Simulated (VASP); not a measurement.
Wanted: the native input for a VASP 6.6.1 run.

| Property | Result |
| --- | --- |
| Task | single point |
| Functional | r2SCAN |
| Potentials or basis | VASP PAW PBE potentials, release 64 (Ag) |
| Cutoff | 520 eV |
| k mesh | 11 × 11 × 11 |
| Occupations | fermi-dirac, width 0.05 eV |
| Spin | no spin polarisation |
| Dipole correction | no |
| Further INCAR settings | ALGO = Normal; EDIFF = 1e-06; NBANDS = 12 |

Ag:

```
Ag
1.0
     0.00000    2.06963    2.06963
     2.06963    0.00000    2.06963
     2.06963    2.06963    0.00000
Ag
1
Direct
  0.00000 0.00000 0.00000
```

These files were run (other wordings do the same):

POSCAR

```
Ag
1.0
    0.0000000000      2.0696313722      2.0696313722
    2.0696313722      0.0000000000      2.0696313722
    2.0696313722      2.0696313722      0.0000000000
Ag
1
Direct
    0.0000000000      0.0000000000      0.0000000000
```

INCAR.step1

```
PREC     = Accurate       # precision mode
ENCUT    = 520            # plane-wave cutoff, eV
ISMEAR   = -1             # smearing method
SIGMA    = 0.05           # smearing width, eV
LREAL    = False          # projectors in reciprocal space
LASPH    = True           # aspherical terms in the spheres
NELM     = 60             # most SCF steps
NBANDS   = 12             # bands
GGA      = PE             # functional
ALGO     = Normal         # electronic algorithm
EDIFF    = 1E-4           # SCF threshold, eV
LWAVE    = True           # write WAVECAR
LCHARG   = False          # write CHGCAR
```

INCAR.step2

```
PREC     = Accurate       # precision mode
ENCUT    = 520            # plane-wave cutoff, eV
EDIFF    = 1E-6           # SCF threshold, eV
ISMEAR   = -1             # smearing method
SIGMA    = 0.05           # smearing width, eV
LREAL    = False          # projectors in reciprocal space
LASPH    = True           # aspherical terms in the spheres
NELM     = 60             # most SCF steps
ALGO     = Normal         # electronic algorithm
ISIF     = 2              # what is computed and relaxed
LWAVE    = False          # write WAVECAR
LCHARG   = False          # write CHGCAR
METAGGA  = R2SCAN         # meta-GGA
LMIXTAU  = True         
NBANDS   = 12             # bands
ISTART   = 1
```

KPOINTS

```
regular mesh
0
Gamma
  11 11 11
```

Potentials or basis: VASP PAW PBE potentials, release 64 (Ag).

Command:

```sh
$ cat potpaw_PBE.64/Ag/POTCAR > POTCAR
$ cp INCAR.step1 INCAR
$ mpirun -np 1 vasp_std > vasp.out
$ cp INCAR.step2 INCAR
$ mpirun -np 1 vasp_std > vasp.out
```

It gave:

| Property | Result |
| --- | --- |
| Pressure | -2.5 GPa |

Caveat: the PAW data sets were made with another functional, which shifts forces and pressure a little.

Run time: 30 s on 1 thread of Intel Xeon 6975P-C, with other jobs on the host, peak memory 0.15 GiB.
